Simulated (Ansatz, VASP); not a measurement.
**W: VASP beside Ansatz**

```
CELL_PARAMETERS angstrom
0.00000 1.98829 1.98829
1.98829 0.00000 1.98829
1.98829 1.98829 0.00000
ATOMIC_POSITIONS crystal
W 0.00000 0.00000 0.00000
```

Alike in both runs: task single point; functional r2SCAN; k mesh 18 × 18 × 18; occupations gaussian, width 0.1 eV; no spin polarisation.

|  | VASP | Ansatz |
| --- | --- | --- |
| version | VASP 6.6.1 | Ansatz 0.2.0 |
| potentials or method | VASP PAW PBE potentials, release 64 (W_sv), cutoff 520 eV | scalar-relativistic, plane waves, PAW |
| valence electrons in the cell | 14 | 14 |

|  | VASP | Ansatz | Ansatz less VASP |
| --- | --- | --- | --- |
| gap on the k mesh at the Fermi level (eV) | none | none | - |
| pressure (GPa) | 11.1 | 9.8 | -1.32 |

VASP's potentials were made for PBE, not for r2SCAN. A gap of «none» marks a metal or a gap that the smearing closes. With one functional, cell and mesh, what is left measures potentials, basis and numerics.

Spin-orbit coupling is off throughout.
